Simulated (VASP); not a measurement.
# ZnS (F-43m) in VASP: a series of runs

ZnS is run at these levels: PBE; tasks: single point, relaxation of cell and atoms.

Everything below comes from runs of VASP 6.6.1. Logs are shortened: lines on timing, memory, paths and dates and some standing lists are left out, and cuts for length are marked.

### Step 1. The cell of the first run

It takes space group F-43m (No. 216, cubic). The conventional cell has a = 5.442 Å, b = 5.442 Å, c = 5.442 Å, α = 90.00°, β = 90.00°, γ = 90.00°. Zn (site symmetry -43m) has 4 S at 2.36 Å within 3.1 Å. S (site symmetry -43m) has 4 Zn at 2.36 Å within 3.1 Å.

### Step 2. Single point, PBE

File INCAR:

```
PREC = Accurate
ENCUT = 520
EDIFF = 1E-7
ISMEAR = 0
SIGMA = 0.02
LREAL = False
LASPH = True
NELM = 100
ALGO = Normal
ISIF = 2
LWAVE = False
LCHARG = False
GGA = PE
NBANDS = 16
```

File KPOINTS:

```
Automatic mesh
0
Gamma
  10 10 10
```

File POSCAR:

```
ZnS
1.0
    0.0000000000      2.7211544148      2.7211544148
    2.7211544148      0.0000000000      2.7211544148
    2.7211544148      2.7211544148      0.0000000000
Zn S
1 1
Direct
    0.0000000000      0.0000000000      0.0000000000
    0.2500000000      0.2500000000      0.2500000000
```

Potentials or basis: VASP PAW PBE potentials, release 64 (Zn, S).

Run with:

```sh
$ cat potpaw_PBE.64/Zn/POTCAR potpaw_PBE.64/S/POTCAR > POTCAR
$ mpirun -np 1 vasp_std > vasp.out
```

OUTCAR:

```text
PREC = Accurate
   ENCUT = 520
   EDIFF = 1E-7
   ISMEAR = 0
   LREAL = False
   LASPH = True
   NELM = 100
   ISIF = 2
   GGA = PE

 ion  position               nearest neighbor table
   1  0.000  0.000  0.000-   2 2.36   2 2.36   2 2.36   2 2.36
   2  0.250  0.250  0.250-   1 2.36   1 2.36   1 2.36   1 2.36

  LATTYP: Found a face centered cubic cell.
 ALAT       =     5.4423088296

  Lattice vectors:

 A1 = (   0.0000000000,   2.7211544148,   2.7211544148)
 A2 = (   2.7211544148,   0.0000000000,   2.7211544148)
 A3 = (   2.7211544148,   2.7211544148,   0.0000000000)

Analysis of symmetry for initial positions (statically):
=====================================================================
 Subroutine PRICEL returns:
 Original cell was already a primitive cell.

 Routine SETGRP: Setting up the symmetry group for a
 face centered cubic supercell.

 Subroutine GETGRP returns: Found 24 space group operations
 (whereof 24 operations were pure point group operations)
 out of a pool of 48 trial point group operations.

The static configuration has the point symmetry T_d .

Analysis of symmetry for dynamics (positions and initial velocities):
=====================================================================
 Subroutine PRICEL returns:
 Original cell was already a primitive cell.

 Routine SETGRP: Setting up the symmetry group for a
 face centered cubic supercell.

 Subroutine GETGRP returns: Found 24 space group operations
 (whereof 24 operations were pure point group operations)
 out of a pool of 48 trial point group operations.

The dynamic configuration has the point symmetry T_d .

 Subroutine INISYM returns: Found 24 space group operations
 (whereof 24 operations are pure point group operations),
 and found     1 'primitive' translations

----------------------------------------------------------------------------------------

                                     Primitive cell

  volume of cell :      40.2986

  direct lattice vectors                    reciprocal lattice vectors
     0.000000000  2.721154415  2.721154415    -0.183745545  0.183745545  0.183745545
     2.721154415  0.000000000  2.721154415     0.183745545 -0.183745545  0.183745545
     2.721154415  2.721154415  0.000000000     0.183745545  0.183745545 -0.183745545

  length of vectors
     3.848293479  3.848293479  3.848293479     0.318256619  0.318256619  0.318256619

  position of ions in fractional coordinates (direct lattice)
     0.000000000  0.000000000  0.000000000
     0.250000000  0.250000000  0.250000000

  ion indices of the primitive-cell ions
   primitive index   ion index
                 1           1
                 2           2

----------------------------------------------------------------------------------------

 KPOINTS: Automatic mesh

Automatic generation of k-mesh.
 Grid dimensions read from file:
 generate k-points for:   10   10   10

 Generating k-lattice:

  Cartesian coordinates                     Fractional coordinates (reciprocal lattice)
    -0.018374554  0.018374554  0.018374554     0.100000000  0.000000000  0.000000000
     0.018374554 -0.018374554  0.018374554     0.000000000  0.100000000  0.000000000
     0.018374554  0.018374554 -0.018374554     0.000000000  0.000000000  0.100000000

  Length of vectors
     0.031825662  0.031825662  0.031825662

  Shift w.r.t. Gamma in fractional coordinates (k-lattice)
     0.000000000  0.000000000  0.000000000

 Subroutine IBZKPT returns following result:
 ===========================================

 Found     47 irreducible k-points:

 Following reciprocal coordinates:
            Coordinates               Weight
  0.000000  0.000000  0.000000      1.000000
  0.100000  0.000000  0.000000      8.000000
  0.200000  0.000000  0.000000      8.000000
  0.300000  0.000000  0.000000      8.000000
  0.400000  0.000000  0.000000      8.000000
  0.500000  0.000000  0.000000      4.000000
[... 16 lines left out ...]
  0.300000  0.300000  0.000000      6.000000
  0.400000  0.300000  0.000000     24.000000
 [... further k-points ...]
   k-points           NKPTS =     47   k-points in BZ     NKDIM =     47   number of bands    NBANDS=     16
   number of dos      NEDOS =    301   number of ions     NIONS =      2
   total plane-waves  NPLWV =  27000
   dimension x,y,z NGX =    30 NGY =   30 NGZ =   30
   dimension x,y,z NGXF=    60 NGYF=   60 NGZF=   60
   ions per type =               1   1
   NGX,Y,Z   is equivalent  to a cutoff of  12.96, 12.96, 12.96 a.u.
   NGXF,Y,Z  is equivalent  to a cutoff of  25.92, 25.92, 25.92 a.u.
 SYSTEM =  unknown system
   PREC   = accura    normal or accurate (medium, high low for compatibility)
   ISTART =      0    job   : 0-new  1-cont  2-samecut
   ICHARG =      2    charge: 1-file 2-atom 10-const
   ISPIN  =      1    spin polarized calculation?
   LNONCOLLINEAR =      F non collinear calculations
   LSORBIT =      F    spin-orbit coupling
   LASPH  =      T    aspherical Exc in radial PAW
   ENCUT  =  520.0 eV  38.22 Ry    6.18 a.u.   7.16  7.16  7.16*2*pi/ulx,y,z
   NELM   =    100;   NELMIN=  2; NELMDL= -5     # of ELM steps
   EDIFF  = 0.1E-06   stopping-criterion for ELM
   LREAL  =      F    real-space projection
   EDIFFG = 0.1E-05   stopping-criterion for IOM
   NSW    =      0    number of steps for IOM
   IBRION =     -1    ionic relax: 0-MD 1-quasi-New 2-CG
   NFREE  =      0    steps in history (QN), initial steepest desc. (CG)
   ISIF   =      2    stress and relaxation
   ISYM   =      2    0-nonsym 1-usesym 2-fastsym
   POTIM  = 0.5000    time-step for ionic-motion
   TEBEG  =    0.0;   TEEND  =   0.0 temperature during run
   PSTRESS=    0.0 pullay stress
   NELECT =      18.0000    total number of electrons
   NUPDOWN=      -1.0000    fix difference up-down
   EMIN   =  10.00;   EMAX   =-10.00  energy-range for DOS
   EFERMI =   0.00;   METHOD = LEGACY
   ISMEAR =     0;   SIGMA  =   0.02  broadening in eV -4-tet -1-fermi 0-gaus
   EFERMI_NEDOS =   21; number of points for ismear=-14 and -15
   IALGO  =     38    algorithm
   IMIX   =      4    mixing-type and parameters
     AMIX     =   0.40;   BMIX     =  1.00
     AMIX_MAG =   1.60;   BMIX_MAG =  1.00
  volume/ion in A,a.u.               =      20.15       135.97
  Fermi-wavevector in a.u.,A,eV,Ry     =   1.251418  2.364838 21.307371  1.566048
  Thomas-Fermi vector in A             =   2.385367
   LORBIT       =      0    0 simple, 1 ext, 2 COOP (PROOUT), +10 PAW based schemes
   GGA     = PE    functional components
   LHFCALC =     F    Hartree Fock is set to
   AEXX    =    0.0000 exact exchange contribution
   IVDW    =     0    specifies the selected vdW correction
   LEPSILON=     F    determine dielectric tensor
   LRPA    =     F    only Hartree local field effects (RPA)
 non-spin polarized calculation
 Gauss-broadening in eV      SIGMA  =   0.02
  energy-cutoff  :      520.00
  volume of cell :       40.30
 maximum number of plane-waves:      1106
 NGX is ok and might be reduce to    30
   NGX = 15   NGY = 15   NGZ = 15

 number of electron      18.0000008 magnetization

 Free energy of the ion-electron system (eV)
  ---------------------------------------------------
  ext. energy  EPLUGINS =         0.00000000
  ---------------------------------------------------
  free energy    TOTEN  =        -6.85256320 eV

  energy without entropy =       -6.85256320  energy(sigma->0) =       -6.85256320

 E-fermi :   2.0544     XC(G=0):  -9.5306

 val. band max:        1.9113538544   @ k =   0.0000   0.0000   0.0000
 cond. band min:       3.9335313497   @ k =   0.0000   0.0000   0.0000
 fundamental gap:      2.0221774952
 Fermi energy:         2.0543525617

 k-point     1 :       0.0000    0.0000    0.0000
  band No.  band energies     occupation
      1     -11.0835      2.00000
      2      -4.3455      2.00000
      3      -4.3455      2.00000
      4      -4.3455      2.00000
      5      -3.8721      2.00000
      6      -3.8721      2.00000
[... 8 lines left out ...]
     15      13.6492      0.00000
     16      13.6641      0.00000

 k-point     2 :       0.1000    0.0000    0.0000
  band No.  band energies     occupation
      1     -11.0107      2.00000
      2      -4.3444      2.00000
      3      -4.3323      2.00000
      4      -4.3323      2.00000
      5      -3.8732      2.00000
      6      -3.8732      2.00000
[... 8 lines left out ...]
     15      13.2143      0.00000
     16      14.2508      0.00000

 k-point     3 :       0.2000    0.0000    0.0000
  band No.  band energies     occupation
      1     -10.8102      2.00000
      2      -4.3237      2.00000
      3      -4.2997      2.00000
      4      -4.2997      2.00000
      5      -3.8732      2.00000
      6      -3.8732      2.00000
[... 8 lines left out ...]
     15      12.8019      0.00000
     16      14.3688      0.00000

 k-point     4 :       0.3000    0.0000    0.0000
  band No.  band energies     occupation
      1     -10.5386      2.00000
      2      -4.2648      2.00000
      3      -4.2648      2.00000
      4      -4.2329      2.00000
      5      -3.8653      2.00000
      6      -3.8653      2.00000
[... 8 lines left out ...]
     15      13.1583      0.00000
     16      13.8141      0.00000
[... 324 lines left out ...]
 k-point    22 :      -0.2000    0.2000    0.0000
  band No.  band energies     occupation
      1     -10.4466      2.00000
      2      -4.2455      2.00000
      3      -4.2418      2.00000
      4      -4.2184      2.00000
      5      -3.8921      2.00000
      6      -3.8361      2.00000
[... 8 lines left out ...]
     15      14.7075      0.00000
     16      16.3858      0.00000

 k-point    23 :       0.3000    0.3000    0.0000
  band No.  band energies     occupation
      1     -10.3561      2.00000
      2      -4.3819      2.00000
      3      -4.1539      2.00000
      4      -4.1539      2.00000
      5      -3.8993      2.00000
      6      -3.8255      2.00000
[... 8 lines left out ...]
     15      14.7145      0.00000
     16      18.4093      0.00000

 k-point    24 :       0.4000    0.3000    0.0000
  band No.  band energies     occupation
      1     -10.1636      2.00000
      2      -4.3468      2.00000
      3      -4.1113      2.00000
      4      -4.1017      2.00000
      5      -3.8455      2.00000
      6      -3.8182      2.00000
[... 8 lines left out ...]
     15      15.2423      0.00000
     16      17.6191      0.00000

 [... further k-points ...]

------------------------ aborting loop because EDIFF is reached ----------------------------------------

  FORCE on cell =-STRESS in cart. coord.  units (eV):
  Direction    XX          YY          ZZ          XY          YZ          ZX
  --------------------------------------------------------------------------------------
  -------------------------------------------------------------------------------------
  Total        0.0512888      0.0512888      0.0512888      0.0000000      0.0000000      0.0000000
  in kB        2.0391252      2.0391252      2.0391252      0.0000000      0.0000000      0.0000000
  external PRESSURE =       2.0391252 kB  Pullay stress =       0.0000000 kB

 VOLUME and BASIS-vectors are now :
 -----------------------------------------------------------------------------
  energy-cutoff  :      520.00
  volume of cell :       40.30
      direct lattice vectors                 reciprocal lattice vectors
     0.000000000  2.721154415  2.721154415    -0.183745545  0.183745545  0.183745545
     2.721154415  0.000000000  2.721154415     0.183745545 -0.183745545  0.183745545
     2.721154415  2.721154415  0.000000000     0.183745545  0.183745545 -0.183745545

 POSITION                                       TOTAL-FORCE (eV/Angst)
 -----------------------------------------------------------------------------------
      0.00000      0.00000      0.00000         0.000000      0.000000      0.000000
      1.36058      1.36058      1.36058        -0.000000     -0.000000     -0.000000
 -----------------------------------------------------------------------------------
    total drift:                               -0.000000     -0.000000     -0.000000

  FREE ENERGIE OF THE ION-ELECTRON SYSTEM (eV)
  ---------------------------------------------------
  free  energy   TOTEN  =        -6.8525631979 eV

  energy  without entropy=       -6.8525631979  energy(sigma->0) =       -6.85256320
```

It took 15 s on 1 thread of Intel Xeon 6975P-C (Granite Rapids), shared host; peak memory 0.17 GiB.

What came out:

```
Free energy            : -6.8526 eV
Pressure               : 0.2 GPa
Band gap on the k mesh : 2.02 eV, direct
```

Expect the measured gap to be larger: semilocal functionals such as PBE lack the derivative discontinuity.

### Step 3. Single point, PBE

File INCAR:

```
SYSTEM = ZnS
PREC = Accurate ; ENCUT = 520
EDIFF = 1E-6 ; ISMEAR = 0
SIGMA = 0.02 ; LREAL = .False.
LASPH = .True. ; NELM = 100
ALGO = Normal ; ISIF = 2
LWAVE = .False. ; LCHARG = .False.
GGA = PE ; NBANDS = 16
```

File KPOINTS:

```
regular mesh
0
Gamma
  10 10 10
  0 0 0
```

POSCAR is that of step 2.

Potentials or basis: VASP PAW PBE potentials, release 64 (Zn, S).

Run with:

```sh
$ cat potpaw_PBE.64/Zn/POTCAR potpaw_PBE.64/S/POTCAR > POTCAR
$ mpirun -np 1 vasp_std > vasp.out
```

Wall time 14 s (1 thread of Intel Xeon 6975P-C (Granite Rapids), shared host); peak memory 0.18 GiB.

Results (log left out):

```yaml
Free_energy: -6.8526 eV
Pressure: 0.2 GPa
Band_gap_on_the_k_mesh: 2.02 eV, direct
```

Levels at points of the mesh, in eV from the valence-band top:
```
           k point  band 5  band 6  band 7  band 8  band 9  band 10  band 11  band 12  band 13  band 14
(0.00, 0.00, 0.00)   -5.78   -5.78    0.00    0.00    0.00     2.02     6.41     6.41     6.41    11.74
(0.50, 0.00, 0.00)   -5.76   -5.59   -5.15   -0.84   -0.84     3.27     6.94     6.94     8.80    12.07
(0.50, 0.50, 0.00)   -5.71   -5.58   -4.48   -2.14   -2.14     3.45     4.07    10.83    11.83    11.83
```

### Step 4. Relaxation of cell and atoms, PBE

This run uses another cell than the first one, of 19.55 Å³/atom, 0.970 times its volume.

File INCAR:

```
PREC = Accurate ; ENCUT = 600
EDIFF = 1E-6 ; ISMEAR = 0
SIGMA = 0.02 ; LREAL = F
LASPH = T ; NELM = 60
ALGO = Normal ; ISIF = 3
LWAVE = F ; LCHARG = F
GGA = PE ; IBRION = 2
NSW = 100 ; EDIFFG = -0.01
```

File KPOINTS:

```
Automatic mesh
0
Gamma
  10 10 10
```

File POSCAR:

```
ZnS
1.0
    0.0000000000      2.6936828773      2.6936828773
    2.6936828773      0.0000000000      2.6936828773
    2.6936828773      2.6936828773      0.0000000000
Zn S
1 1
Direct
    0.0000000000      0.0000000000      0.0000000000
    0.2500000000      0.2500000000      0.2500000000
```

Run with:

```sh
$ cat potpaw_PBE.64/Zn/POTCAR potpaw_PBE.64/S/POTCAR > POTCAR
$ mpirun -np 1 vasp_std > vasp.out
```

Run time: 27 s. Hardware: 1 thread of Intel Xeon 6975P-C (Granite Rapids), shared host; peak memory 0.19 GiB.

It converged, with:

```
Free energy                            : -6.8524 eV
Relaxed volume                         : 20.20 Å³/atom
Relaxed cell                           : a = 3.852 Å, b = 3.852 Å, c = 3.852 Å, α = 60.00°, β = 60.00°, γ = 60.00°
Space group after relaxing (to 0.05 Å) : F-43m (No. 216)
Energy gained by relaxing              : 4.9 meV/atom
Ionic steps                            : 3
Pressure after relaxing                : 0.1 GPa
Band gap on the k mesh                 : 2.01 eV, direct
```

Step by step:
```tsv
step	energy change (eV)	largest force (eV/Å)	pressure (GPa)	volume (Å³)
1	0.0000	0.0000	2.51	39.09
2	-0.0088	0.0000	-0.73	40.85
3	-0.0099	0.0000	0.07	40.40
```

Final structure:
```yaml
crystal:
  lattice:
    - [0.00000, 2.72344, 2.72344]
    - [2.72344, 0.00000, 2.72344]
    - [2.72344, 2.72344, 0.00000]
  atoms:
    - { symbol: Zn, position: [0.00000, 0.00000, 0.00000] }
    - { symbol: S, position: [0.25000, 0.25000, 0.25000] }
```

Levels at points of the mesh, in eV from the valence-band top:
| k point | band 7 | band 8 | band 9 | band 10 | band 11 | band 12 |
| --- | --- | --- | --- | --- | --- | --- |
| (0.00, 0.00, 0.00) | 0.00 | 0.00 | 0.00 | 2.01 | 6.41 | 6.41 |
| (0.50, 0.00, 0.00) | -5.14 | -0.83 | -0.83 | 3.26 | 6.94 | 6.94 |
| (0.50, 0.50, 0.00) | -4.47 | -2.13 | -2.13 | 3.46 | 4.07 | 10.81 |
